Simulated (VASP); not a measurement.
**NaI: single point with r2SCAN**

The system is NaI.

```
CELL_PARAMETERS angstrom
3.20102 3.20102 0.00000
-3.20102 3.20102 0.00000
0.00000 3.20102 3.25275
ATOMIC_POSITIONS crystal
Na 0.00000 0.00000 0.00000
I 0.50000 0.50000 0.00000
```

This cell differs from its parent crystal: in-plane strain -0.01.

| Item | Value |
| --- | --- |
| Program | VASP 6.6.1 |
| Task | single point |
| Functional | r2SCAN |
| Potentials or basis | VASP PAW PBE potentials, release 64 (Na_pv, I) |
| Cutoff | 520 eV |
| k mesh | 6 × 6 × 6 |
| Occupations | gaussian, width 0.01 eV |
| Spin | no spin polarisation |

```yaml
Pressure: 0.1 GPa
Band_gap_on_the_k_mesh: 4.48 eV, direct
```

Stress tensor (GPa, compression positive):
```
 0.28  0.00  0.00
 0.00  0.28  0.00
 0.00  0.00 -0.19
```

Levels at points of the mesh, in eV from the valence-band top:
```tsv
k point	band 3	band 4	band 5	band 6	band 7	band 8	band 9	band 10	band 11	band 12
(0.00, 0.00, 0.00)	-23.24	-11.40	-0.02	-0.02	0.00	4.48	8.39	8.50	8.50	10.25
(0.50, 0.00, 0.00)	-23.24	-11.05	-2.26	-0.33	-0.31	5.69	8.01	8.14	9.90	11.09
(0.50, 0.50, 0.00)	-23.25	-10.96	-2.00	-0.84	-0.77	5.22	5.97	10.87	12.21	12.23
(0.00, 0.00, 0.50)	-23.25	-10.98	-2.01	-0.77	-0.77	5.25	6.01	10.76	12.21	12.44
```

It used 100 s of CPU time on 1 thread of AMD EPYC 7R13 Processor (Zen 3) (shared host).

Caveat: the cell differs from its parent crystal (in-plane strain -0.01); the PAW data sets were made with another functional, which shifts forces and pressure a little; spin-orbit coupling is left out, which moves the levels of the heavy elements.
